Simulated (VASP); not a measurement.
Runs of VASP 6.6.1 on Se. The structure is that of space group Pm-3m (No. 221), or close to it. The cells are those of the table. 

```csv
cell,gap on the mesh (eV),pressure (GPa)
"a = 2.846, b = 2.734, c = 2.790 Å, angles 89.9, 90.0, 90.0°, 1 atom",none,(a)
"a = 2.822 Å, 1 atom",none,-2.8
"a = 2.873 Å, 1 atom",none,-6.2
"a = 2.821 Å, 1 atom",none,-2.8
```

Alike in all rows: task single point; level PBEsol; potentials or basis VASP PAW PBE potentials, release 64 (Se); no spin polarisation; k mesh 14 × 14 × 14; cutoff (eV) 520; smearing gaussian 0.1 eV.

Q: Estimate the missing entries.

A: (a) -0.1.

Caveats: the PAW data sets were made with another functional, which shifts forces and pressure a little; the cell stands under tension (at least some runs).

A k mesh can miss the band edges, and the runs leave out spin-orbit coupling on Se.

A gap of «none» marks levels without a gap at the run's occupations.
